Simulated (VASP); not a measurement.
# Al2Cu (P4/mmm) in VASP: notebook

The runs below take Al2Cu through single point, with r2SCAN.

Program: VASP 6.6.1. These are calculated values, not measurements. Logs are shortened: lines on timing, memory, paths and dates and some standing lists are left out, and cuts for length are marked.

## Step 1: The cell of the first run

The structure is tetragonal, space group P4/mmm (No. 123). The conventional cell has a = 4.105 Å, b = 4.105 Å, c = 2.891 Å, α = 90.00°, β = 90.00°, γ = 90.00°. Within 3.3 Å of Al (site symmetry mmm) lie 4 Cu at 2.51 Å and 6 Al at 2.89 to 2.90 Å. Cu (site symmetry 4/mmm) has 8 Al at 2.51 Å and 2 Cu at 2.89 Å within 3.3 Å.

## Step 2: Single point, r2SCAN

POSCAR

```
Al2Cu
1.0
    4.1051820000      0.0000000000      0.0000000000
    0.0000000000      4.1051820000      0.0000000000
    0.0000000000      0.0000000000      2.8913130000
Al Cu
2 1
Direct
    0.5000000000      0.0000000000      0.5000000000
    0.0000000000      0.5000000000      0.5000000000
    0.0000000000      0.0000000000      0.0000000000
```

INCAR.step1

```
ALGO = Normal ; EDIFF = 1E-4
ENCUT = 520 ; GGA = PE
ISMEAR = 0 ; LASPH = T
LCHARG = F ; LREAL = F
LWAVE = T ; NBANDS = 16
NELM = 100 ; PREC = Accurate
SIGMA = 0.1
```

INCAR.step2

```
ALGO = Normal ; EDIFF = 1E-7
ENCUT = 520 ; ISIF = 2
ISMEAR = 0 ; ISTART = 1
LASPH = T ; LCHARG = F
LMIXTAU = T ; LREAL = F
LWAVE = F ; METAGGA = R2SCAN
NBANDS = 16 ; NELM = 100
PREC = Accurate ; SIGMA = 0.1
```

KPOINTS

```
k-points
0
Gamma
  5 5 7
```

Potentials or basis: VASP PAW PBE potentials, release 64 (Al, Cu).

Command:

```console
$ cat potpaw_PBE.64/Al/POTCAR potpaw_PBE.64/Cu/POTCAR > POTCAR
$ cp INCAR.step1 INCAR
$ mpirun -np 1 vasp_std > vasp.out
$ cp INCAR.step2 INCAR
$ mpirun -np 1 vasp_std > vasp.out
```

OUTCAR:

```text
EDIFF = 1E-7
   ENCUT = 520
   ISIF = 2
   ISMEAR = 0
   ISTART = 1
   LASPH = T
   LREAL = F
   METAGGA = R2SCAN
   NELM = 100
   PREC = Accurate

 ion  position               nearest neighbor table
   1  0.500  0.000  0.500-   3 2.51   3 2.51   3 2.51   3 2.51   2 2.90   2 2.90   2 2.90   2 2.90

   2  0.000  0.500  0.500-   3 2.51   3 2.51   3 2.51   3 2.51   1 2.90   1 2.90   1 2.90   1 2.90

   3  0.000  0.000  0.000-   1 2.51   2 2.51   1 2.51   2 2.51   2 2.51   2 2.51   1 2.51   1 2.51

  LATTYP: Found a simple tetragonal cell.
 ALAT       =     4.1051820000
 C/A-ratio  =     0.7043081159

  Lattice vectors:

 A1 = (   4.1051820000,   0.0000000000,   0.0000000000)
 A2 = (   0.0000000000,   4.1051820000,   0.0000000000)
 A3 = (   0.0000000000,   0.0000000000,   2.8913130000)

Analysis of symmetry for initial positions (statically):
=====================================================================
 Subroutine PRICEL returns:
 Original cell was already a primitive cell.

 Routine SETGRP: Setting up the symmetry group for a
 simple tetragonal supercell.

 Subroutine GETGRP returns: Found 16 space group operations
 (whereof 16 operations were pure point group operations)
 out of a pool of 16 trial point group operations.

The static configuration has the point symmetry D_4h.

Analysis of symmetry for dynamics (positions and initial velocities):
=====================================================================
 Subroutine PRICEL returns:
 Original cell was already a primitive cell.

 Routine SETGRP: Setting up the symmetry group for a
 simple tetragonal supercell.

 Subroutine GETGRP returns: Found 16 space group operations
 (whereof 16 operations were pure point group operations)
 out of a pool of 16 trial point group operations.

The dynamic configuration has the point symmetry D_4h.

 Subroutine INISYM returns: Found 16 space group operations
 (whereof 16 operations are pure point group operations),
 and found     1 'primitive' translations

----------------------------------------------------------------------------------------

                                     Primitive cell

  volume of cell :      48.7259

  direct lattice vectors                    reciprocal lattice vectors
[... 86 lines left out ...]
   ENCUT  =  520.0 eV  38.22 Ry    6.18 a.u.   7.63  7.63  5.38*2*pi/ulx,y,z
   NELM   =    100;   NELMIN=  2; NELMDL=  0     # of ELM steps
   EDIFF  = 0.1E-06   stopping-criterion for ELM
   LREAL  =      F    real-space projection
   EDIFFG = 0.1E-05   stopping-criterion for IOM
   NSW    =      0    number of steps for IOM
   IBRION =     -1    ionic relax: 0-MD 1-quasi-New 2-CG
   NFREE  =      0    steps in history (QN), initial steepest desc. (CG)
   ISIF   =      2    stress and relaxation
   ISYM   =      2    0-nonsym 1-usesym 2-fastsym
   POTIM  = 0.5000    time-step for ionic-motion
   TEBEG  =    0.0;   TEEND  =   0.0 temperature during run
   PSTRESS=    0.0 pullay stress
   NELECT =      17.0000    total number of electrons
   NUPDOWN=      -1.0000    fix difference up-down
   EMIN   =  10.00;   EMAX   =-10.00  energy-range for DOS
   EFERMI =   0.00;   METHOD = LEGACY
   ISMEAR =     0;   SIGMA  =   0.10  broadening in eV -4-tet -1-fermi 0-gaus
   EFERMI_NEDOS =   21; number of points for ismear=-14 and -15
   IALGO  =     38    algorithm
   IMIX   =      4    mixing-type and parameters
     AMIX     =   0.40;   BMIX     =  1.00
     AMIX_MAG =   1.60;   BMIX_MAG =  1.00
  volume/ion in A,a.u.               =      16.24       109.61
  Fermi-wavevector in a.u.,A,eV,Ry     =   1.152492  2.177894 18.071765  1.328237
  Thomas-Fermi vector in A             =   2.289142
   LORBIT       =      0    0 simple, 1 ext, 2 COOP (PROOUT), +10 PAW based schemes
   METAGGA = R2SCAN    functional components
   LHFCALC =     F    Hartree Fock is set to
   AEXX    =    0.0000 exact exchange contribution
   IVDW    =     0    specifies the selected vdW correction
   LEPSILON=     F    determine dielectric tensor
   LRPA    =     F    only Hartree local field effects (RPA)
 non-spin polarized calculation
 Gauss-broadening in eV      SIGMA  =   0.10
  energy-cutoff  :      520.00
  volume of cell :       48.73
 maximum number of plane-waves:      1339
 NGX is ok and might be reduce to    32
   NGX = 15   NGY = 15   NGZ = 11

 number of electron      16.9999979 magnetization

 Free energy of the ion-electron system (eV)
  ---------------------------------------------------
  ext. energy  EPLUGINS =         0.00000000
  ---------------------------------------------------
  free energy    TOTEN  =       -24.34229595 eV

  energy without entropy =      -24.33791550  energy(sigma->0) =      -24.34010572

 E-fermi :   6.9188     XC(G=0): -11.1197

 val. band max:        6.7890737404   @ k =   0.4000   0.2000   0.1429
 cond. band min:       6.9254514579   @ k =   0.2000   0.0000   0.2857
 fundamental gap:      0.1363777175
 Fermi energy:         6.9188015264

 k-point     1 :       0.0000    0.0000    0.0000
  band No.  band energies     occupation
      1      -4.0131      2.00000
      2       1.4857      2.00000
      3       1.9830      2.00000
      4       2.6434      2.00000
      5       2.8707      2.00000
      6       2.8707      2.00000
[... 433 lines left out ...]
      3       2.4255      2.00000
      4       2.5779      2.00000
      5       2.5790      2.00000
      6       2.8699      2.00000
[... 8 lines left out ...]
     15      19.3322      0.00000
     16      19.5416      0.00000

------------------------ aborting loop because EDIFF is reached ----------------------------------------

  FORCE on cell =-STRESS in cart. coord.  units (eV):
  Direction    XX          YY          ZZ          XY          YZ          ZX
  --------------------------------------------------------------------------------------
  -------------------------------------------------------------------------------------
  Total       -0.4806605     -0.4806605     -1.0721402      0.0000000      0.0000000      0.0000000
  in kB      -15.8048021    -15.8048021    -35.2534992      0.0000000      0.0000000      0.0000000
  external PRESSURE =     -22.2877011 kB  Pullay stress =       0.0000000 kB

 VOLUME and BASIS-vectors are now :
 -----------------------------------------------------------------------------
  energy-cutoff  :      520.00
  volume of cell :       48.73
      direct lattice vectors                 reciprocal lattice vectors
     4.105182000  0.000000000  0.000000000     0.243594559  0.000000000  0.000000000
     0.000000000  4.105182000  0.000000000     0.000000000  0.243594559  0.000000000
     0.000000000  0.000000000  2.891313000     0.000000000  0.000000000  0.345863627

 POSITION                                       TOTAL-FORCE (eV/Angst)
 -----------------------------------------------------------------------------------
      2.05259      0.00000      1.44566         0.000000      0.000000      0.000000
      0.00000      2.05259      1.44566         0.000000      0.000000      0.000000
      0.00000      0.00000      0.00000         0.000000      0.000000      0.000000
 -----------------------------------------------------------------------------------
    total drift:                               -0.000000     -0.000000      0.000000

  FREE ENERGIE OF THE ION-ELECTRON SYSTEM (eV)
  ---------------------------------------------------
  free  energy   TOTEN  =       -24.3422959535 eV

  energy  without entropy=      -24.3379154953  energy(sigma->0) =      -24.34010572
```

OUTCAR.step1:

```text
EDIFF = 1E-4
   ENCUT = 520
   GGA = PE
   ISMEAR = 0
[... 682 lines left out ...]
      2.05259      0.00000      1.44566         0.000000      0.000000      0.000000
      0.00000      2.05259      1.44566         0.000000      0.000000      0.000000
      0.00000      0.00000      0.00000         0.000000      0.000000      0.000000
 -----------------------------------------------------------------------------------
    total drift:                               -0.000000     -0.000000      0.000000

  FREE ENERGIE OF THE ION-ELECTRON SYSTEM (eV)
  ---------------------------------------------------
  free  energy   TOTEN  =       -11.2343034172 eV

  energy  without entropy=      -11.2297116349  energy(sigma->0) =      -11.23200753
```

It took 54 s on 1 thread of Intel Xeon Platinum 8488C (Sapphire Rapids), shared host; peak memory 0.17 GiB.

What came out:

```
Free energy : -24.3423 eV
Pressure    : -2.2 GPa
```

Stress tensor (GPa, compression positive):
```
-1.58  0.00  0.00
 0.00 -1.58  0.00
 0.00  0.00 -3.53
```

Caveat: the PAW data sets were made with another functional, which shifts forces and pressure a little.

## Step 3: Single point, r2SCAN

POSCAR is that of step 2.

INCAR.step1

```
SYSTEM = Al2Cu
PREC     = Accurate       ! precision mode
ENCUT    = 520            ! plane-wave cutoff, eV
ISMEAR   = 0              ! smearing method
SIGMA    = 0.2            ! smearing width, eV
LREAL    = .False.        ! projectors in reciprocal space
LASPH    = .True.         ! aspherical terms in the spheres
NELM     = 60             ! most SCF steps
NBANDS   = 16             ! bands
GGA      = PE             ! functional
ALGO     = Normal         ! electronic algorithm
EDIFF    = 1E-4           ! SCF threshold, eV
LWAVE    = .True.         ! write WAVECAR
LCHARG   = .False.        ! write CHGCAR
```

INCAR.step2

```
SYSTEM = Al2Cu
PREC     = Accurate       ! precision mode
ENCUT    = 520            ! plane-wave cutoff, eV
EDIFF    = 1E-7           ! SCF threshold, eV
ISMEAR   = 0              ! smearing method
SIGMA    = 0.2            ! smearing width, eV
LREAL    = .False.        ! projectors in reciprocal space
LASPH    = .True.         ! aspherical terms in the spheres
NELM     = 60             ! most SCF steps
ALGO     = Normal         ! electronic algorithm
ISIF     = 2              ! what is computed and relaxed
LWAVE    = .False.        ! write WAVECAR
LCHARG   = .False.        ! write CHGCAR
METAGGA  = R2SCAN         ! meta-GGA
LMIXTAU  = .True.       
NBANDS   = 16             ! bands
ISTART   = 1
```

KPOINTS

```
regular mesh
0
Gamma
  5 5 7
  0 0 0
```

Potentials or basis: VASP PAW PBE potentials, release 64 (Al, Cu).

Command:

```console
$ cat potpaw_PBE.64/Al/POTCAR potpaw_PBE.64/Cu/POTCAR > POTCAR
$ cp INCAR.step1 INCAR
$ mpirun -np 1 vasp_std > vasp.out
$ cp INCAR.step2 INCAR
$ mpirun -np 1 vasp_std > vasp.out
```

Run time: 60 s. Hardware: 1 thread of Intel Xeon Platinum 8488C (Sapphire Rapids), shared host; peak memory 0.17 GiB.

It converged, with:

- Free energy: -24.3505 eV
- Pressure: -2.2 GPa

Stress tensor (GPa, compression positive):
```
-1.71  0.00  0.00
 0.00 -1.71  0.00
 0.00  0.00 -3.16
```

Levels at points of the mesh, in eV from the Fermi level:
| k point | band 5 | band 6 | band 7 | band 8 | band 9 | band 10 | band 11 | band 12 |
| --- | --- | --- | --- | --- | --- | --- | --- | --- |
| (0.00, 0.00, 0.00) | -4.05 | -4.05 | -2.40 | -2.40 | 0.22 | 1.21 | 6.54 | 6.81 |

Caveat: the PAW data sets were made with another functional, which shifts forces and pressure a little.
